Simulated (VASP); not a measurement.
Input of a VASP 6.6.1 run:

The input INCAR:

```
PREC     = Accurate       # precision mode
ENCUT    = 910            # plane-wave cutoff, eV
EDIFF    = 1E-6           # SCF threshold, eV
ISMEAR   = 0              # smearing method
SIGMA    = 0.1            # smearing width, eV
LREAL    = False          # projectors in reciprocal space
LASPH    = True           # aspherical terms in the spheres
NELM     = 120            # most SCF steps
ALGO     = Normal         # electronic algorithm
ISIF     = 2              # what is computed and relaxed
LWAVE    = False          # write WAVECAR
LCHARG   = False          # write CHGCAR
GGA      = PE             # functional
NBANDS   = 24             # bands
GGA_COMPAT= False
```

KPOINTS

```
Automatic mesh
0
Gamma
  4 4 4
```

File POSCAR:

```
Ba2C3
1.0
    4.7535791700      0.0000000000      0.0000000000
    0.0000000000      4.7535791700      0.0000000000
    0.0000000000      0.0000000000      4.7535791700
Ba C
2 3
Direct
    0.5000000000      0.5000000000      0.5000000000
    0.0000000000      0.0000000000      0.0000000000
    0.5000000000      0.0000000000      0.0000000000
    0.0000000000      0.5000000000      0.0000000000
    0.0000000000      0.0000000000      0.5000000000
```

Potentials or basis: VASP PAW PBE potentials, release 64 (Ba_sv, C_h).

Run with:

```console
$ cat potpaw_PBE.64/Ba_sv/POTCAR potpaw_PBE.64/C_h/POTCAR > POTCAR
$ mpirun -np 1 vasp_std > vasp.out
```

**Question.** Predict the band gap on the k mesh.

**Answer.** Zero (bands 16 and 17 overlap by 0.89 eV).

**Question.** What does it give for the pressure?

**Answer.** 0.6 GPa.

Caveat: the cutoff is under 1.25 times the usual one of these potentials, so pressure, stress and relaxed cells hold a basis-set (Pulay) error; spin-orbit coupling is left out, which moves the levels of the heavy elements.
